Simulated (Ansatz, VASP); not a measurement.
**C: VASP beside Ansatz**

```
C
1.0
     2.49909    0.00000    0.00000
    -1.24955    2.16428    0.00000
     0.00000    0.00000    4.11898
C
4
Direct
  0.33333 0.66667 0.99974
  0.66667 0.33333 0.49974
  0.33333 0.66667 0.37426
  0.66667 0.33333 0.87426
```

Change from the starting cell: strained cell.

Alike in both runs: functional PBEsol; k mesh 9 × 9 × 6; occupations gaussian, width 0.02 eV; no spin polarisation.

Ansatz relaxed the structure, and its values are those at the end. VASP's run is a single point on that final structure, the one shown.

```csv
,VASP,Ansatz
version,VASP 6.6.1,Ansatz 0.2.0
potentials or method,"VASP PAW PBE potentials, release 64 (C_h), cutoff 1300 eV","scalar-relativistic, plane waves, PAW"
valence electrons in the cell,16,16
```

Ansatz gave:

* gap on the k mesh at the Fermi level (eV): 3.05
* least direct gap on the mesh (eV): 4.82
* pressure (GPa): 4.6

Question: What did VASP give for the same quantities?

Answer: gap on the k mesh at the Fermi level (eV): 3.03; least direct gap on the mesh (eV): 4.81; pressure (GPa): 4.8.

VASP's potentials were made for PBE, not for PBEsol, and Ansatz warns of the same on its side. Ansatz's warnings: stress scf threshold loose.
